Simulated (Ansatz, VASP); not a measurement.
**One calculation of Hf6F, two programs**

```
Hf F
1.0
     5.61886    0.00000    0.00000
    -2.80943    4.86607    0.00000
     0.00000    0.00000    5.19588
Hf F
6 1
Direct
  0.34474 0.34474 0.73554
  0.65526 0.65526 0.26446
  0.34474 0.00000 0.26446
  0.00000 0.65526 0.73554
  0.00000 0.34474 0.26446
  0.65526 0.00000 0.73554
  0.00000 0.00000 0.00000
```

Alike in both runs: functional PBE; k mesh 4 × 4 × 3; occupations gaussian, width 0.2 eV; no spin polarisation.

Ansatz relaxed the structure, and its values are those at the end. VASP's run is a single point on that final structure, the one shown.

|  | VASP | Ansatz |
| --- | --- | --- |
| version | VASP 6.6.1 | Ansatz 0.2.0 |
| potentials or method | VASP PAW PBE potentials, release 64 (Hf_pv, F), cutoff 520 eV | scalar-relativistic, plane waves, PAW |
| valence electrons in the cell | 67 | 163 |

|  | VASP | Ansatz | Ansatz less VASP |
| --- | --- | --- | --- |
| gap on the k mesh at the Fermi level (eV) | none | none | - |
| pressure (GPa) | -0.8 | 0.0 | +0.77 |
| rms of the force components (eV/Å) | 0.026 | 0.009 | -0.0169 |

A gap of «none» marks a metal or a gap that the smearing closes. The functional is the same, so the differences come from potentials, cutoffs and numerics. VASP's potentials hold 67 valence electrons a cell and Ansatz's 163, so a difference there can come from the potentials and not from the codes.

The k mesh is coarse, so the values compare programs but aren't converged. Spin-orbit coupling is off throughout.
